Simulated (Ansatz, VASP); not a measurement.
**One calculation of AlB2P3, two programs**

```
Al B P
1.0
     5.94853    0.00000    0.00000
    -2.97427    5.15158    0.00000
     0.00000    0.00000    5.72848
Al B P
2 4 6
Cartesian
  2.9743 1.7172 0.0233
  0.0000 3.4344 0.0233
  0.0000 0.0000 5.6952
  1.9166 0.0000 2.8820
  -0.9583 1.6598 2.8820
  2.0160 3.4918 2.8820
  0.0000 0.0000 2.0668
  2.9743 1.7172 2.3536
  0.0000 3.4344 2.3536
  1.7557 0.0000 4.8804
  -0.8778 1.5205 4.8804
  2.0964 3.6311 4.8804
```

Alike in both runs: functional PBE; k mesh 6 × 6 × 6; occupations gaussian, width 0.02 eV; no spin polarisation.

Ansatz relaxed the structure, and its values are those at the end. VASP's run is a single point on that final structure, the one shown.

|  | VASP | Ansatz |
| --- | --- | --- |
| version | VASP 6.6.1 | Ansatz 0.2.0 |
| potentials or method | VASP PAW PBE potentials, release 64 (Al, B, P), cutoff 520 eV | scalar-relativistic, plane waves, PAW |
| valence electrons in the cell | 48 | 48 |

|  | VASP | Ansatz | Ansatz less VASP |
| --- | --- | --- | --- |
| gap on the k mesh at the Fermi level (eV) | 0.96 | 0.96 | +0.003 |
| least direct gap on the mesh (eV) | 1.10 | 1.10 | +0.004 |
| pressure (GPa) | -0.2 | 0.0 | +0.16 |
| rms of the force components (eV/Å) | 0.003 | 0.001 | -0.0016 |
